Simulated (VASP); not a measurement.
Crystal: Ni3Cl.

```
Ni Cl
1.0
     3.77582    0.00000    0.00000
     0.00000    3.77582    0.00000
     0.00000    0.00000    3.77582
Ni Cl
3 1
Direct
  0.00000 0.50000 0.50000
  0.50000 0.00000 0.50000
  0.50000 0.50000 0.00000
  0.00000 0.00000 0.00000
```

| Quantity | Value |
| --- | --- |
| Program | VASP 6.6.1 |
| Task | relaxation of cell and atoms |
| Functional | PBE |
| Potentials or basis | VASP PAW PBE potentials, release 64 (Ni, Cl) |
| Cutoff | 600 eV |
| k mesh | 4 × 4 × 4 |
| Occupations | gaussian, width 0.1 eV |
| Spin | collinear spin, ferromagnetic start |
| Starting moments | [0.82, 0.82, 0.82, 0.0] μB |

At the start: pressure -7.2 GPa; volume 13.46 Å³/atom.

Problem. Where does the relaxation end?

Solution. Over 3 steps the energy falls by 25.6 meV/atom and the volume is 12.42 Å³/atom (-7.7 %); space group Pm-3m (No. 221, to 0.1 Å) before and after; moment 2.00 μB per cell.

Step by step:
```tsv
step	energy change (eV)	largest force (eV/Å)	pressure (GPa)	volume (Å³)
1	0.0000	0.0000	-7.16	53.83
2	-0.1009	0.0000	1.03	49.28
3	-0.1023	0.0000	0.08	49.70
```

Final structure:
```yaml
crystal:
  lattice:
    - [3.67659, 0.00000, 0.00000]
    - [0.00000, 3.67659, 0.00000]
    - [0.00000, 0.00000, 3.67659]
  atoms:
    - { symbol: Ni, position: [0.00000, 0.50000, 0.50000] }
    - { symbol: Ni, position: [0.50000, 0.00000, 0.50000] }
    - { symbol: Ni, position: [0.50000, 0.50000, 0.00000] }
    - { symbol: Cl, position: [0.00000, 0.00000, 0.00000] }
```

Caveat: the k points lie up to 0.43 Å⁻¹ apart in the final cell.
